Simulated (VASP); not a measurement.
# Be3CdS2 (P4/mmm) in VASP: single point with PBE

Aim: the single point of Be3CdS2 with PBE.

Program: VASP 6.6.1. These are calculated values, not measurements. Logs are shortened: lines on timing, memory, paths and dates and some standing lists are left out, and cuts for length are marked.

## Step 1: The cell of the first run

Symmetry: P4/mmm, No. 123, tetragonal system. The conventional cell has a = 5.225 Å, b = 5.225 Å, c = 3.920 Å, α = 90.00°, β = 90.00°, γ = 90.00°. Be (site symmetry 4/mmm) has 4 S at 2.61 Å and 8 Be at 3.27 Å within 3.4 Å. Within 2.6 Å of Be (site symmetry mmm) lie 2 S at 1.96 Å. Within 3.4 Å of Cd (site symmetry 4/mmm) lie 4 S at 2.61 Å and 8 Be at 3.27 Å. Within 2.7 Å of S (site symmetry mmm) lie 4 Be at 1.96 to 2.61 Å and 2 Cd at 2.61 Å.

The cell was generated, and may not be a known phase.

## Step 2: Single point, PBE

The input, INCAR:

```
PREC     = Accurate       # precision mode
ENCUT    = 630            # plane-wave cutoff, eV
EDIFF    = 1E-6           # SCF threshold, eV
ISMEAR   = 0              # smearing method
SIGMA    = 0.1            # smearing width, eV
LREAL    = F              # projectors in reciprocal space
LASPH    = T              # aspherical terms in the spheres
NELM     = 120            # most SCF steps
ALGO     = Normal         # electronic algorithm
ISIF     = 2              # what is computed and relaxed
LWAVE    = F              # write WAVECAR
LCHARG   = F              # write CHGCAR
GGA      = PE             # functional
NBANDS   = 28             # bands
GGA_COMPAT= F
```

The input, KPOINTS:

```
regular mesh
0
Gamma
  8 8 10
```

The input, POSCAR:

```
Be3CdS2
1.0
    5.2249668225      0.0000000000      0.0000000000
    0.0000000000      5.2249668225      0.0000000000
    0.0000000000      0.0000000000      3.9196560540
Be Cd S
3 1 2
Direct
    0.0000000000      0.0000000000      0.0000000000
    0.0000000000      0.5000000000      0.5000000000
    0.5000000000      0.0000000000      0.5000000000
    0.5000000000      0.5000000000      0.0000000000
    0.0000000000      0.5000000000      0.0000000000
    0.5000000000      0.0000000000      0.0000000000
```

Potentials or basis: VASP PAW PBE potentials, release 64 (Be, Cd_sv_GW, S).

Started as:

```bash
> cat potpaw_PBE.64/Be/POTCAR potpaw_PBE.64/Cd_sv_GW/POTCAR potpaw_PBE.64/S/POTCAR > POTCAR
> mpirun -np 1 vasp_std > vasp.out
```

OUTCAR:

```text
PREC = Accurate
   ENCUT = 630
   EDIFF = 1E-6
   ISMEAR = 0
   LREAL = F
   LASPH = T
   NELM = 120
   ISIF = 2
   GGA = PE

 ion  position               nearest neighbor table
   1  0.000  0.000  0.000-
   2  0.000  0.500  0.500-   5 1.96   5 1.96
   3  0.500  0.000  0.500-   6 1.96   6 1.96
   4  0.500  0.500  0.000-   5 2.61   6 2.61   6 2.61   5 2.61
   5  0.000  0.500  0.000-   2 1.96   2 1.96   4 2.61   4 2.61
   6  0.500  0.000  0.000-   3 1.96   3 1.96   4 2.61   4 2.61

  LATTYP: Found a simple tetragonal cell.
 ALAT       =     5.2249668225
 C/A-ratio  =     0.7501781709

  Lattice vectors:

 A1 = (   5.2249668225,   0.0000000000,   0.0000000000)
 A2 = (   0.0000000000,   5.2249668225,   0.0000000000)
 A3 = (   0.0000000000,   0.0000000000,   3.9196560540)

Analysis of symmetry for initial positions (statically):
=====================================================================
 Subroutine PRICEL returns:
 Original cell was already a primitive cell.

 Routine SETGRP: Setting up the symmetry group for a
 simple tetragonal supercell.

 Subroutine GETGRP returns: Found 16 space group operations
 (whereof 16 operations were pure point group operations)
 out of a pool of 16 trial point group operations.

The static configuration has the point symmetry D_4h.

Analysis of symmetry for dynamics (positions and initial velocities):
=====================================================================
 Subroutine PRICEL returns:
 Original cell was already a primitive cell.

 Routine SETGRP: Setting up the symmetry group for a
 simple tetragonal supercell.

 Subroutine GETGRP returns: Found 16 space group operations
 (whereof 16 operations were pure point group operations)
 out of a pool of 16 trial point group operations.

The dynamic configuration has the point symmetry D_4h.

 Subroutine INISYM returns: Found 16 space group operations
 (whereof 16 operations are pure point group operations),
 and found     1 'primitive' translations

----------------------------------------------------------------------------------------

                                     Primitive cell

  volume of cell :     107.0077

  direct lattice vectors                    reciprocal lattice vectors
     5.224966822  0.000000000  0.000000000     0.191388775  0.000000000  0.000000000
     0.000000000  5.224966822  0.000000000     0.000000000  0.191388775  0.000000000
     0.000000000  0.000000000  3.919656054     0.000000000  0.000000000  0.255124426

  length of vectors
     5.224966822  5.224966822  3.919656054     0.191388775  0.191388775  0.255124426

  position of ions in fractional coordinates (direct lattice)
     0.000000000  0.000000000  0.000000000
     0.000000000  0.500000000  0.500000000
     0.500000000  0.000000000  0.500000000
     0.500000000  0.500000000  0.000000000
     0.000000000  0.500000000  0.000000000
     0.500000000  0.000000000  0.000000000

  ion indices of the primitive-cell ions
   primitive index   ion index
                 1           1
                 2           2
                 3           3
                 4           4
                 5           5
                 6           6

----------------------------------------------------------------------------------------

 KPOINTS: regular mesh

Automatic generation of k-mesh.
 Grid dimensions read from file:
 generate k-points for:    8    8   10

 Generating k-lattice:

  Cartesian coordinates                     Fractional coordinates (reciprocal lattice)
     0.023923597  0.000000000  0.000000000     0.125000000  0.000000000  0.000000000
     0.000000000  0.023923597  0.000000000     0.000000000  0.125000000  0.000000000
     0.000000000  0.000000000  0.025512443     0.000000000  0.000000000  0.100000000

  Length of vectors
     0.023923597  0.023923597  0.025512443

  Shift w.r.t. Gamma in fractional coordinates (k-lattice)
     0.000000000  0.000000000  0.000000000

 Subroutine IBZKPT returns following result:
 ===========================================

 Found     90 irreducible k-points:

 Following reciprocal coordinates:
            Coordinates               Weight
  0.000000  0.000000  0.000000      1.000000
  0.125000  0.000000  0.000000      4.000000
  0.250000  0.000000  0.000000      4.000000
  0.375000  0.000000  0.000000      4.000000
  0.500000  0.000000  0.000000      2.000000
  0.125000  0.125000  0.000000      4.000000
[... 16 lines left out ...]
  0.375000  0.125000  0.100000     16.000000
  0.500000  0.125000  0.100000      8.000000
 [... further k-points ...]
   k-points           NKPTS =     90   k-points in BZ     NKDIM =     90   number of bands    NBANDS=     28
   number of dos      NEDOS =    301   number of ions     NIONS =      6
   total plane-waves  NPLWV =  73728
   dimension x,y,z NGX =    48 NGY =   48 NGZ =   32
   dimension x,y,z NGXF=    96 NGYF=   96 NGZF=   64
   ions per type =               3   1   2
   NGX,Y,Z   is equivalent  to a cutoff of  15.27, 15.27, 13.57 a.u.
   NGXF,Y,Z  is equivalent  to a cutoff of  30.54, 30.54, 27.14 a.u.
 SYSTEM =  unknown system
   PREC   = accura    normal or accurate (medium, high low for compatibility)
   ISTART =      0    job   : 0-new  1-cont  2-samecut
   ICHARG =      2    charge: 1-file 2-atom 10-const
   ISPIN  =      1    spin polarized calculation?
   LNONCOLLINEAR =      F non collinear calculations
   LSORBIT =      F    spin-orbit coupling
   LASPH  =      T    aspherical Exc in radial PAW
   ENCUT  =  630.0 eV  46.30 Ry    6.80 a.u.  10.69 10.69  8.02*2*pi/ulx,y,z
   NELM   =    120;   NELMIN=  2; NELMDL= -5     # of ELM steps
   EDIFF  = 0.1E-05   stopping-criterion for ELM
   LREAL  =      F    real-space projection
   EDIFFG = 0.1E-04   stopping-criterion for IOM
   NSW    =      0    number of steps for IOM
   IBRION =     -1    ionic relax: 0-MD 1-quasi-New 2-CG
   NFREE  =      0    steps in history (QN), initial steepest desc. (CG)
   ISIF   =      2    stress and relaxation
   ISYM   =      2    0-nonsym 1-usesym 2-fastsym
   POTIM  = 0.5000    time-step for ionic-motion
   TEBEG  =    0.0;   TEEND  =   0.0 temperature during run
   PSTRESS=    0.0 pullay stress
   NELECT =      38.0000    total number of electrons
   NUPDOWN=      -1.0000    fix difference up-down
   EMIN   =  10.00;   EMAX   =-10.00  energy-range for DOS
   EFERMI =   0.00;   METHOD = LEGACY
   ISMEAR =     0;   SIGMA  =   0.10  broadening in eV -4-tet -1-fermi 0-gaus
   EFERMI_NEDOS =   21; number of points for ismear=-14 and -15
   IALGO  =     38    algorithm
   IMIX   =      4    mixing-type and parameters
     AMIX     =   0.40;   BMIX     =  1.00
     AMIX_MAG =   1.60;   BMIX_MAG =  1.00
  volume/ion in A,a.u.               =      17.83       120.35
  Fermi-wavevector in a.u.,A,eV,Ry     =   1.159305  2.190769 18.286066  1.343988
  Thomas-Fermi vector in A             =   2.295899
   LORBIT       =      0    0 simple, 1 ext, 2 COOP (PROOUT), +10 PAW based schemes
   GGA     = PE    functional components
   LHFCALC =     F    Hartree Fock is set to
   AEXX    =    0.0000 exact exchange contribution
   IVDW    =     0    specifies the selected vdW correction
   LEPSILON=     F    determine dielectric tensor
   LRPA    =     F    only Hartree local field effects (RPA)
 non-spin polarized calculation
 Gauss-broadening in eV      SIGMA  =   0.10
  energy-cutoff  :      630.00
  volume of cell :      107.01
 maximum number of plane-waves:      3860
 NGX is ok and might be reduce to    48
   NGX = 21   NGY = 21   NGZ = 17

 number of electron      38.0000017 magnetization

 Free energy of the ion-electron system (eV)
  ---------------------------------------------------
  ext. energy  EPLUGINS =         0.00000000
  ---------------------------------------------------
  free energy    TOTEN  =       -16.92657886 eV

  energy without entropy =      -16.91768488  energy(sigma->0) =      -16.92213187

 E-fermi :   5.0784     XC(G=0):  -9.4348

 val. band max:        5.0731179124   @ k =   0.2500   0.0000   0.3000
 cond. band min:       5.0810688651   @ k =   0.5000   0.2500   0.0000
 fundamental gap:      0.0079509527
 Fermi energy:         5.0784364964

 k-point     1 :       0.0000    0.0000    0.0000
  band No.  band energies     occupation
      1     -98.1178      2.00000
      2     -59.1934      2.00000
      3     -59.1934      2.00000
      4     -59.1403      2.00000
      5     -10.5168      2.00000
      6      -9.7957      2.00000
[... 20 lines left out ...]
     27      10.5979      0.00000
     28      11.3060      0.00000

 k-point     2 :       0.1250    0.0000    0.0000
  band No.  band energies     occupation
      1     -98.1178      2.00000
      2     -59.1933      2.00000
      3     -59.1933      2.00000
      4     -59.1402      2.00000
      5     -10.4815      2.00000
      6      -9.8103      2.00000
[... 20 lines left out ...]
     27      10.5974      0.00000
     28      10.9564      0.00000

 k-point     3 :       0.2500    0.0000    0.0000
  band No.  band energies     occupation
      1     -98.1178      2.00000
      2     -59.1934      2.00000
      3     -59.1934      2.00000
      4     -59.1403      2.00000
      5     -10.3847      2.00000
      6      -9.8561      2.00000
[... 20 lines left out ...]
     27      10.3369      0.00000
     28      10.4675      0.00000

 k-point     4 :       0.3750    0.0000    0.0000
  band No.  band energies     occupation
      1     -98.1178      2.00000
      2     -59.1934      2.00000
      3     -59.1934      2.00000
      4     -59.1402      2.00000
      5     -10.2545      2.00000
      6      -9.9338      2.00000
[... 20 lines left out ...]
     27       9.8987      0.00000
     28      10.1940      0.00000

 k-point     5 :       0.5000    0.0000    0.0000
  band No.  band energies     occupation
      1     -98.1178      2.00000
      2     -59.1934      2.00000
      3     -59.1934      2.00000
      4     -59.1402      2.00000
      5     -10.1667      2.00000
      6      -9.9994      2.00000
[... 20 lines left out ...]
     27       9.8250      0.00000
     28       9.9788      0.00000

 k-point     6 :       0.1250    0.1250    0.0000
  band No.  band energies     occupation
      1     -98.1178      2.00000
      2     -59.1934      2.00000
      3     -59.1934      2.00000
      4     -59.1402      2.00000
      5     -10.4470      2.00000
      6      -9.8227      2.00000
[... 463 lines left out ...]
      5     -10.4353      2.00000
      6      -9.8194      2.00000
[... 20 lines left out ...]
     27      10.0803      0.00000
     28      10.6042      0.00000

 k-point    22 :       0.2500    0.1250    0.1000
  band No.  band energies     occupation
      1     -98.1178      2.00000
      2     -59.1934      2.00000
      3     -59.1934      2.00000
      4     -59.1403      2.00000
      5     -10.3419      2.00000
      6      -9.8585      2.00000
[... 20 lines left out ...]
     27      10.0105      0.00000
     28      10.1489      0.00000

 k-point    23 :       0.3750    0.1250    0.1000
  band No.  band energies     occupation
      1     -98.1178      2.00000
      2     -59.1934      2.00000
      3     -59.1934      2.00000
      4     -59.1403      2.00000
      5     -10.2171      2.00000
      6      -9.9271      2.00000
[... 20 lines left out ...]
     27       9.8233      0.00000
     28      10.1127      0.00000

 k-point    24 :       0.5000    0.1250    0.1000
  band No.  band energies     occupation
      1     -98.1178      2.00000
      2     -59.1934      2.00000
      3     -59.1934      2.00000
      4     -59.1403      2.00000
      5     -10.1326      2.00000
      6      -9.9878      2.00000
[... 20 lines left out ...]
     27       9.1473      0.00000
     28      10.1312      0.00000

 [... further k-points ...]

------------------------ aborting loop because EDIFF is reached ----------------------------------------

  FORCE on cell =-STRESS in cart. coord.  units (eV):
  Direction    XX          YY          ZZ          XY          YZ          ZX
  --------------------------------------------------------------------------------------
  -------------------------------------------------------------------------------------
  Total       -0.0046348     -0.0046348     -0.0340212      0.0000000     -0.0000000     -0.0000000
  in kB       -0.0693943     -0.0693943     -0.5093842      0.0000000     -0.0000000     -0.0000000
  external PRESSURE =      -0.2160576 kB  Pullay stress =       0.0000000 kB

 VOLUME and BASIS-vectors are now :
 -----------------------------------------------------------------------------
  energy-cutoff  :      630.00
  volume of cell :      107.01
      direct lattice vectors                 reciprocal lattice vectors
     5.224966822  0.000000000  0.000000000     0.191388775  0.000000000  0.000000000
     0.000000000  5.224966822  0.000000000     0.000000000  0.191388775  0.000000000
     0.000000000  0.000000000  3.919656054     0.000000000  0.000000000  0.255124426

 POSITION                                       TOTAL-FORCE (eV/Angst)
 -----------------------------------------------------------------------------------
      0.00000      0.00000      0.00000         0.000000      0.000000      0.000000
      0.00000      2.61248      1.95983         0.000000      0.000000      0.000000
      2.61248      0.00000      1.95983         0.000000      0.000000      0.000000
      2.61248      2.61248      0.00000         0.000000      0.000000      0.000000
      0.00000      2.61248      0.00000         0.000000      0.000000      0.000000
      2.61248      0.00000      0.00000         0.000000      0.000000      0.000000
 -----------------------------------------------------------------------------------
    total drift:                                0.000000     -0.000000      0.000000

  FREE ENERGIE OF THE ION-ELECTRON SYSTEM (eV)
  ---------------------------------------------------
  free  energy   TOTEN  =       -16.9265788621 eV

  energy  without entropy=      -16.9176848775  energy(sigma->0) =      -16.92213187
```

Wall time 5.2 min (1 thread of AMD EPYC 7R43 (Zen 3), shared host); peak memory 0.51 GiB.

What came out:

| Item | Value |
| --- | --- |
| Free energy | -16.9266 eV |
| Pressure | 0.0 GPa |
| Band gap on the k mesh | zero (bands 19 and 20 overlap by 1.13 eV) |
